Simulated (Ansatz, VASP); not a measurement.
## B in VASP and in Ansatz

INCAR

```
SYSTEM = B
  PREC = Accurate
  ENCUT = 500
  EDIFF = 1E-6
  ISMEAR = -1
  SIGMA = 0.1
  LREAL = .FALSE.
  LASPH = .TRUE.
  NELM = 120
  ALGO = Normal
  ISIF = 2
  LWAVE = .FALSE.
  LCHARG = .FALSE.
  GGA = RP
  NBANDS = 8
  GGA_COMPAT = .FALSE.
```

File KPOINTS:

```
Automatic mesh
0
G
  18 18 18
  0 0 0
```

File POSCAR:

```
B
1.0
    1.8938651091      0.0000000000      0.0000000000
    0.0000000000      1.8938651091      0.0000000000
    0.0000000000      0.0000000000      1.8938651091
B
1
Direct
    0.0000000000      0.0000000000      0.0000000000
```

Input for Ansatz:

```yaml
crystal:
  lattice:
    - [1.8938651091, 0.0, 0.0]
    - [0.0, 1.8938651091, 0.0]
    - [0.0, 0.0, 1.8938651091]
  atoms:
    - { symbol: B, position: [0.0, 0.0, 0.0] }
hamiltonian:
  xc: rpbe
  pseudopotentials:
    kind: paw
    azcp:
      B: "pseudopotentials/B.paw.azcp"
basis:
  ecutwfc: 420
  fft_grid_basis: typed
kpoints:
  mp_grid: { grid: [18, 18, 18], shift: [0, 0, 0] }
magnetization:
  spin_polarized: false
scf:
  occupations: { method: fermi_dirac, width: 0.1 }
  lower_state_search: "off"
output:
  stress: true
```

Alike in both runs: task single point; functional RPBE; k mesh 18 × 18 × 18; occupations fermi-dirac, width 0.1 eV; no spin polarisation.

```csv
,VASP,Ansatz
version,VASP 6.6.1,Ansatz 0.2.0
potentials or method,"VASP PAW PBE potentials, release 64 (B), cutoff 500 eV","plane waves (420 eV) with PAW, scalar-relativistic"
valence electrons in the cell,3,3
```

```tsv
	VASP	Ansatz	Ansatz less VASP
pressure (GPa)	0.6	0.6	+0.06
```

VASP's potentials were made for PBE, not for RPBE. The functional is the same, so the differences come from potentials, cutoffs and numerics.
